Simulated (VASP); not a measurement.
Wanted: the native input for a VASP 6.6.1 run.

| Quantity | Value |
| --- | --- |
| Task | single point |
| Functional | B3LYP |
| Potentials or basis | VASP PAW PBE potentials, release 64 (Ni, O) |
| Cutoff | 520 eV |
| k mesh | 6 × 6 × 5 |
| Occupations | fermi-dirac, width 0.05 eV |
| Spin | collinear spin, ferromagnetic start |
| Starting moments | [1.0, 0.0] μB |
| Dipole correction | no |
| Grid for exact exchange (PRECFOCK) | Normal |
| Further INCAR settings | ALGO = Normal; EDIFF = 1e-06; NBANDS = 19 |
| Share of exact exchange | 0.2 |

Crystal: NiO.

```
Ni O
1.0
     2.86663    0.00000    0.00000
    -1.43331    2.48257    0.00000
     0.00000    0.00000    2.71435
Ni O
1 1
Direct
  0.00000 0.00000 0.00000
  0.66667 0.33333 0.50000
```

The input as run:

POSCAR

```
NiO
1.0
    2.8666294381     -0.0000000030      0.0000000000
   -1.4333147165      2.4825739181      0.0000000000
    0.0000000000      0.0000000000      2.7143467968
Ni O
1 1
Direct
    0.0000000000      0.0000000000      0.0000000000
    0.6666666667      0.3333333333      0.5000000000
```

INCAR.step1

```
SYSTEM = NiO
ALGO = Normal ; EDIFF = 1E-5
ENCUT = 520 ; GGA = PE
ISIF = 2 ; ISMEAR = -1
ISPIN = 2 ; LASPH = .True.
LCHARG = .False. ; LMAXMIX = 4
LORBIT = 11 ; LREAL = .False.
LWAVE = .True. ; MAGMOM = 1 0
NBANDS = 19 ; NELM = 150
PREC = Accurate ; SIGMA = 0.05
```

INCAR.step2

```
SYSTEM = NiO
AEXX = 0.2 ; AGGAC = 0.81
AGGAX = 0.72 ; ALDAC = 0.19
ALGO = Normal ; EDIFF = 1E-6
ENCUT = 520 ; GGA = B3
ISIF = 2 ; ISMEAR = -1
ISPIN = 2 ; ISTART = 1
LASPH = .True. ; LCHARG = .False.
LHFCALC = .True. ; LMAXMIX = 4
LORBIT = 11 ; LREAL = .False.
LWAVE = .False. ; MAGMOM = 1 0
NBANDS = 19 ; NELM = 150
PREC = Accurate ; PRECFOCK = Normal
SIGMA = 0.05
```

KPOINTS

```
k-points
0
Gamma
  6 6 5
  0 0 0
```

Potentials or basis: VASP PAW PBE potentials, release 64 (Ni, O).

Run with:

```sh
$ cat potpaw_PBE.64/Ni/POTCAR potpaw_PBE.64/O/POTCAR > POTCAR
$ cp INCAR.step1 INCAR
$ mpirun -np 1 vasp_std > vasp.out
$ cp INCAR.step2 INCAR
$ mpirun -np 1 vasp_std > vasp.out
```

It gave:

| Quantity | Value |
| --- | --- |
| Pressure | 0.0 GPa |
| Band gap on the k mesh | 1.69 eV (least direct gap 2.20 eV) |
| Net moment | 2.00 μB per cell |
| Site moments | Ni +1.66; O +0.30 μB |
| Valence electrons inside the program's atomic spheres | Ni 8.85; O 5.01 |

Caveat: the k points lie up to 0.46 Å⁻¹ apart; the PAW data sets were made with another functional, which shifts forces and pressure a little; a cell with one magnetic atom can't hold antiferromagnetic order, which such compounds often take.

Wall time 38 min on 1 thread of Oxide Virtual Turin-like Processor (shared host), peak memory 0.13 GiB.
